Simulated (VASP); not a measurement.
Sc2BP3, 6 atoms in the cell. The structure is trigonal, space group R-3m (No. 166). The conventional cell has a = 5.275 Å, b = 5.275 Å, c = 13.270 Å, α = 90.00°, β = 90.00°, γ = 120.00°. Within 4.1 Å of Sc (site symmetry 3m) lie 3 B at 3.10 Å and 9 P at 3.12 to 3.16 Å and 4 Sc at 3.24 to 3.32 Å. B (site symmetry -3m) has 6 P at 2.69 Å and 6 Sc at 3.10 Å within 3.5 Å. P (site symmetry 2/m) has 4 P at 2.64 Å and 2 B at 2.69 Å and 6 Sc at 3.12 to 3.16 Å within 3.5 Å. The cell was generated, and may not be a known phase.

```yaml
Program: VASP 6.6.1
Task: relaxation of cell and atoms
Functional: PBE
Potentials_or_basis: VASP PAW PBE potentials, release 64 (Sc_sv, B, P)
Cutoff: 600 eV
k_mesh: 6 × 6 × 6
Occupations: gaussian, width 0.1 eV
Spin: no spin polarisation
Dipole_correction: no
Further_INCAR_settings: ALGO = Normal; EDIFF = 1e-06; IBRION = 2; EDIFFG = -0.04; NSW = 90; ISIF = 3
```

Potentials or basis: VASP PAW PBE potentials, release 64 (Sc_sv, B, P).

Launch:

```bash
$ cat potpaw_PBE.64/Sc_sv/POTCAR potpaw_PBE.64/B/POTCAR potpaw_PBE.64/P/POTCAR > POTCAR
$ mpirun -np 1 vasp_std > vasp.out
```

Hardware: 1 thread of AMD EPYC 9R14 (Zen 4), with other jobs on the host.

Question: Estimate the wall time of this run.

Answer: Run time: 21 min on 1 thread of AMD EPYC 9R14 (Zen 4), with other jobs on the host, peak memory 0.38 GiB. Counts: scf iterations 145, k points 32, ion steps 17.
